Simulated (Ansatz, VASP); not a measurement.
AlGa3N4 in VASP and in Ansatz

```xyz
8
Lattice="4.6886 0.0000 0.0000 0.0000 4.6886 0.0000 0.0000 0.0000 4.6886" Properties=species:S:1:pos:R:3 pbc="T T T"
Al    0.0000    0.0000    0.0000
Ga    2.3443    2.3443    0.0000
Ga    2.3443    0.0000    2.3443
Ga    0.0000    2.3443    2.3443
N     3.5415    3.5415    1.1471
N     3.5415    1.1471    3.5415
N     1.1471    3.5415    3.5415
N     1.1471    1.1471    1.1471
```

Change from the starting cell: strain +0.050 along x and y, +0.050 along z, atoms carried along.

Alike in both runs: task single point; functional r2SCAN; k mesh 6 × 6 × 6; occupations gaussian, width 0.05 eV; no spin polarisation.

|  | VASP | Ansatz |
| --- | --- | --- |
| version | VASP 6.6.1 | Ansatz 0.2.0 |
| potentials or method | VASP PAW PBE potentials, release 64 (Al, Ga_d, N), cutoff 520 eV | scalar-relativistic, plane waves, PAW |
| valence electrons in the cell | 62 | 62 |

```tsv
	VASP	Ansatz	Ansatz less VASP
gap on the k mesh at the Fermi level (eV)	1.78	1.77	-0.004
least direct gap on the mesh (eV)	1.78	1.77	-0.004
pressure (GPa)	-21.0	-21.5	-0.45
rms of the force components (eV/Å)	0.029	0.004	-0.0245
```

VASP's potentials were made for PBE, not for r2SCAN. Atom by atom the forces differ by 0.024 eV/Å (rms over components). With one functional, cell and mesh, what is left measures potentials, basis and numerics.
